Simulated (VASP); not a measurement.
# BiTe (Fm-3m) in VASP: a series of runs

The runs below take BiTe through single point, relaxation of cell and atoms, with r2SCAN.

Everything below comes from runs of VASP 6.6.1. Logs are shortened: lines on timing, memory, paths and dates and some standing lists are left out, and cuts for length are marked.

**1. The cell of the first run**

It takes space group Fm-3m (No. 225, cubic). The conventional cell has a = 6.470 Å, b = 6.470 Å, c = 6.470 Å, α = 90.00°, β = 90.00°, γ = 90.00°. Within 4.3 Å of Bi (site symmetry m-3m) lie 6 Te at 3.23 Å. Within 4.3 Å of Te (site symmetry m-3m) lie 6 Bi at 3.23 Å.

**2. Single point, r2SCAN**

Contents of POSCAR:

```
BiTe
1.0
    0.0000000000      3.2350000000      3.2350000000
    3.2350000000      0.0000000000      3.2350000000
    3.2350000000      3.2350000000      0.0000000000
Bi Te
1 1
Direct
    0.0000000000      0.0000000000      0.0000000000
    0.5000000000      0.5000000000      0.5000000000
```

Contents of INCAR.step1:

```
  PREC = Accurate
  ENCUT = 520
  ISMEAR = -1
  SIGMA = 0.1
  LREAL = False
  LASPH = True
  NELM = 80
  NBANDS = 18
  GGA = PE
  ALGO = Normal
  EDIFF = 1E-4
  LWAVE = True
  LCHARG = False
```

Contents of INCAR.step2:

```
  PREC = Accurate
  ENCUT = 520
  EDIFF = 1E-7
  ISMEAR = -1
  SIGMA = 0.1
  LREAL = False
  LASPH = True
  NELM = 80
  ALGO = Normal
  ISIF = 2
  LWAVE = False
  LCHARG = False
  METAGGA = R2SCAN
  LMIXTAU = True
  NBANDS = 18
  ISTART = 1
```

Contents of KPOINTS:

```
Automatic mesh
0
Gamma
  6 6 6
```

Potentials or basis: VASP PAW PBE potentials, release 64 (Bi_d, Te).

Launch:

```
cat potpaw_PBE.64/Bi_d/POTCAR potpaw_PBE.64/Te/POTCAR > POTCAR
cp INCAR.step1 INCAR
mpirun -np 1 vasp_std > vasp.out
cp INCAR.step2 INCAR
mpirun -np 1 vasp_std > vasp.out
```

OUTCAR:

```text
PREC = Accurate
   ENCUT = 520
   EDIFF = 1E-7
   ISMEAR = -1
   LREAL = False
   LASPH = True
   NELM = 80
   ISIF = 2
   METAGGA = R2SCAN
   ISTART = 1

 ion  position               nearest neighbor table
   1  0.000  0.000  0.000-   2 3.23   2 3.23   2 3.23   2 3.23   2 3.23   2 3.23
   2  0.500  0.500  0.500-   1 3.23   1 3.23   1 3.23   1 3.23   1 3.23   1 3.23

  LATTYP: Found a face centered cubic cell.
 ALAT       =     6.4700000000

  Lattice vectors:

 A1 = (   0.0000000000,   3.2350000000,   3.2350000000)
 A2 = (   3.2350000000,   0.0000000000,   3.2350000000)
 A3 = (   3.2350000000,   3.2350000000,   0.0000000000)

Analysis of symmetry for initial positions (statically):
=====================================================================
 Subroutine PRICEL returns:
 Original cell was already a primitive cell.

 Routine SETGRP: Setting up the symmetry group for a
 face centered cubic supercell.

 Subroutine GETGRP returns: Found 48 space group operations
 (whereof 48 operations were pure point group operations)
 out of a pool of 48 trial point group operations.

The static configuration has the point symmetry O_h .

Analysis of symmetry for dynamics (positions and initial velocities):
=====================================================================
 Subroutine PRICEL returns:
 Original cell was already a primitive cell.

 Routine SETGRP: Setting up the symmetry group for a
 face centered cubic supercell.

 Subroutine GETGRP returns: Found 48 space group operations
 (whereof 48 operations were pure point group operations)
 out of a pool of 48 trial point group operations.

The dynamic configuration has the point symmetry O_h .

 Subroutine INISYM returns: Found 48 space group operations
 (whereof 48 operations are pure point group operations),
 and found     1 'primitive' translations

----------------------------------------------------------------------------------------

                                     Primitive cell

  volume of cell :      67.7100

  direct lattice vectors                    reciprocal lattice vectors
     0.000000000  3.235000000  3.235000000    -0.154559505  0.154559505  0.154559505
     3.235000000  0.000000000  3.235000000     0.154559505 -0.154559505  0.154559505
     3.235000000  3.235000000  0.000000000     0.154559505  0.154559505 -0.154559505

  length of vectors
     4.574980874  4.574980874  4.574980874     0.267704916  0.267704916  0.267704916

  position of ions in fractional coordinates (direct lattice)
     0.000000000  0.000000000  0.000000000
     0.500000000  0.500000000  0.500000000

  ion indices of the primitive-cell ions
   primitive index   ion index
                 1           1
                 2           2

----------------------------------------------------------------------------------------

 KPOINTS: Automatic mesh

Automatic generation of k-mesh.
 Grid dimensions read from file:
 generate k-points for:    6    6    6

 Generating k-lattice:

  Cartesian coordinates                     Fractional coordinates (reciprocal lattice)
    -0.025759918  0.025759918  0.025759918     0.166666667  0.000000000  0.000000000
     0.025759918 -0.025759918  0.025759918     0.000000000  0.166666667  0.000000000
     0.025759918  0.025759918 -0.025759918     0.000000000  0.000000000  0.166666667

  Length of vectors
     0.044617486  0.044617486  0.044617486

  Shift w.r.t. Gamma in fractional coordinates (k-lattice)
     0.000000000  0.000000000  0.000000000

 Subroutine IBZKPT returns following result:
 ===========================================

 Found     16 irreducible k-points:

 Following reciprocal coordinates:
            Coordinates               Weight
  0.000000  0.000000  0.000000      1.000000
  0.166667  0.000000  0.000000      8.000000
  0.333333  0.000000  0.000000      8.000000
  0.500000  0.000000  0.000000      4.000000
  0.166667  0.166667  0.000000      6.000000
  0.333333  0.166667  0.000000     24.000000
[... 8 lines left out ...]
 -0.333333  0.333333  0.166667     24.000000
 -0.333333  0.500000  0.166667     12.000000
   k-points           NKPTS =     16   k-points in BZ     NKDIM =     16   number of bands    NBANDS=     18
   number of dos      NEDOS =    301   number of ions     NIONS =      2
   total plane-waves  NPLWV =  46656
   dimension x,y,z NGX =    36 NGY =   36 NGZ =   36
   dimension x,y,z NGXF=    72 NGYF=   72 NGZF=   72
   ions per type =               1   1
   NGX,Y,Z   is equivalent  to a cutoff of  13.08, 13.08, 13.08 a.u.
   NGXF,Y,Z  is equivalent  to a cutoff of  26.16, 26.16, 26.16 a.u.
 SYSTEM =  unknown system
   PREC   = accura    normal or accurate (medium, high low for compatibility)
   ISTART =      1    job   : 0-new  1-cont  2-samecut
   ICHARG =      0    charge: 1-file 2-atom 10-const
   ISPIN  =      1    spin polarized calculation?
   LNONCOLLINEAR =      F non collinear calculations
   LSORBIT =      F    spin-orbit coupling
   LASPH  =      T    aspherical Exc in radial PAW
   ENCUT  =  520.0 eV  38.22 Ry    6.18 a.u.   8.51  8.51  8.51*2*pi/ulx,y,z
   NELM   =     80;   NELMIN=  2; NELMDL=  0     # of ELM steps
   EDIFF  = 0.1E-06   stopping-criterion for ELM
   LREAL  =      F    real-space projection
   EDIFFG = 0.1E-05   stopping-criterion for IOM
   NSW    =      0    number of steps for IOM
   IBRION =     -1    ionic relax: 0-MD 1-quasi-New 2-CG
   NFREE  =      0    steps in history (QN), initial steepest desc. (CG)
   ISIF   =      2    stress and relaxation
   ISYM   =      2    0-nonsym 1-usesym 2-fastsym
   POTIM  = 0.5000    time-step for ionic-motion
   TEBEG  =    0.0;   TEEND  =   0.0 temperature during run
   PSTRESS=    0.0 pullay stress
   NELECT =      21.0000    total number of electrons
   NUPDOWN=      -1.0000    fix difference up-down
   EMIN   =  10.00;   EMAX   =-10.00  energy-range for DOS
   EFERMI =   0.00;   METHOD = LEGACY
   ISMEAR =    -1;   SIGMA  =   0.10  broadening in eV -4-tet -1-fermi 0-gaus
   EFERMI_NEDOS =   21; number of points for ismear=-14 and -15
   IALGO  =     38    algorithm
   IMIX   =      4    mixing-type and parameters
     AMIX     =   0.40;   BMIX     =  1.00
     AMIX_MAG =   1.60;   BMIX_MAG =  1.00
  volume/ion in A,a.u.               =      33.86       228.46
  Fermi-wavevector in a.u.,A,eV,Ry     =   1.108146  2.094092 16.707785  1.227988
  Thomas-Fermi vector in A             =   2.244669
   LORBIT       =      0    0 simple, 1 ext, 2 COOP (PROOUT), +10 PAW based schemes
   METAGGA = R2SCAN    functional components
   LHFCALC =     F    Hartree Fock is set to
   AEXX    =    0.0000 exact exchange contribution
   IVDW    =     0    specifies the selected vdW correction
   LEPSILON=     F    determine dielectric tensor
   LRPA    =     F    only Hartree local field effects (RPA)
 non-spin polarized calculation
  energy-cutoff  :      520.00
  volume of cell :       67.71
 maximum number of plane-waves:      1853
 NGX is ok and might be reduce to    36
   NGX = 17   NGY = 17   NGZ = 17

 number of electron      21.0000001 magnetization

 Free energy of the ion-electron system (eV)
  ---------------------------------------------------
  ext. energy  EPLUGINS =         0.00000000
  ---------------------------------------------------
  free energy    TOTEN  =       -84.04949339 eV

  energy without entropy =      -83.99570851  energy(sigma->0) =      -84.02260095

 E-fermi :   6.5605     XC(G=0): -10.0000

 val. band max:        6.4747499600   @ k =  -0.3333   0.1667   0.0000
 cond. band min:       6.5774009921   @ k =   0.3333   0.0000   0.0000
 fundamental gap:      0.1026510320
 Fermi energy:         6.5605006850

 k-point     1 :       0.0000    0.0000    0.0000
  band No.  band energies     occupation
      1     -17.3041      2.00000
      2     -17.3041      2.00000
      3     -17.2987      2.00000
      4     -17.2987      2.00000
      5     -17.2987      2.00000
      6      -7.5575      2.00000
[... 10 lines left out ...]
     17      13.3575      0.00000
     18      13.5615      0.00000

 k-point     2 :       0.1667    0.0000    0.0000
  band No.  band energies     occupation
      1     -17.3053      2.00000
      2     -17.3053      2.00000
      3     -17.2982      2.00000
      4     -17.2971      2.00000
      5     -17.2971      2.00000
      6      -7.2957      2.00000
[... 10 lines left out ...]
     17      14.7970      0.00000
     18      14.9285      0.00000

 k-point     3 :       0.3333    0.0000    0.0000
  band No.  band energies     occupation
      1     -17.3081      2.00000
      2     -17.3081      2.00000
      3     -17.2973      2.00000
      4     -17.2934      2.00000
      5     -17.2934      2.00000
      6      -6.5309      2.00000
[... 10 lines left out ...]
     17      16.6479      0.00000
     18      17.6671      0.00000

 k-point     4 :       0.5000    0.0000    0.0000
  band No.  band energies     occupation
      1     -17.3095      2.00000
      2     -17.3095      2.00000
      3     -17.2967      2.00000
      4     -17.2914      2.00000
      5     -17.2914      2.00000
      6      -5.4884      2.00000
[... 207 lines left out ...]
      4     -17.2919      2.00000
      5     -17.2906      2.00000
      6      -5.9857      2.00000
[... 10 lines left out ...]
     17      15.3938      0.00000
     18      16.9318      0.00000

 k-point    15 :      -0.3333    0.3333    0.1667
  band No.  band energies     occupation
      1     -17.3141      2.00000
      2     -17.3054      2.00000
      3     -17.2952      2.00000
      4     -17.2943      2.00000
      5     -17.2890      2.00000
      6      -5.2087      2.00000
[... 10 lines left out ...]
     17      16.4708      0.00000
     18      17.6615      0.00000

 k-point    16 :      -0.3333    0.5000    0.1667
  band No.  band energies     occupation
      1     -17.3174      2.00000
      2     -17.3026      2.00000
      3     -17.2988      2.00000
      4     -17.2914      2.00000
      5     -17.2876      2.00000
      6      -5.3582      2.00000
[... 10 lines left out ...]
     17      17.2773      0.00000
     18      17.7191      0.00000

------------------------ aborting loop because EDIFF is reached ----------------------------------------

  FORCE on cell =-STRESS in cart. coord.  units (eV):
  Direction    XX          YY          ZZ          XY          YZ          ZX
  --------------------------------------------------------------------------------------
  -------------------------------------------------------------------------------------
  Total       -0.0025158     -0.0025158     -0.0025158      0.0000000      0.0000000      0.0000000
  in kB       -0.0595307     -0.0595307     -0.0595307      0.0000000      0.0000000      0.0000000
  external PRESSURE =      -0.0595307 kB  Pullay stress =       0.0000000 kB

 VOLUME and BASIS-vectors are now :
 -----------------------------------------------------------------------------
  energy-cutoff  :      520.00
  volume of cell :       67.71
      direct lattice vectors                 reciprocal lattice vectors
     0.000000000  3.235000000  3.235000000    -0.154559505  0.154559505  0.154559505
     3.235000000  0.000000000  3.235000000     0.154559505 -0.154559505  0.154559505
     3.235000000  3.235000000  0.000000000     0.154559505  0.154559505 -0.154559505

 POSITION                                       TOTAL-FORCE (eV/Angst)
 -----------------------------------------------------------------------------------
      0.00000      0.00000      0.00000        -0.000000     -0.000000      0.000000
      3.23500      3.23500      3.23500         0.000000      0.000000     -0.000000
 -----------------------------------------------------------------------------------
    total drift:                               -0.000000      0.000000      0.000000

  FREE ENERGIE OF THE ION-ELECTRON SYSTEM (eV)
  ---------------------------------------------------
  free  energy   TOTEN  =       -84.0494933901 eV

  energy  without entropy=      -83.9957085074  energy(sigma->0) =      -84.02260095
```

Wall time 3.3 min (1 thread of AMD EPYC 7R13, shared host); peak memory 0.19 GiB.

What came out:

| Quantity | Value |
| --- | --- |
| Free energy | -84.0495 eV |
| Pressure | 0.0 GPa |

Caveat: the PAW data sets were made with another functional, which shifts forces and pressure a little; spin-orbit coupling is left out, which moves the levels of the heavy elements.

(Continued in part 2 of 2.)
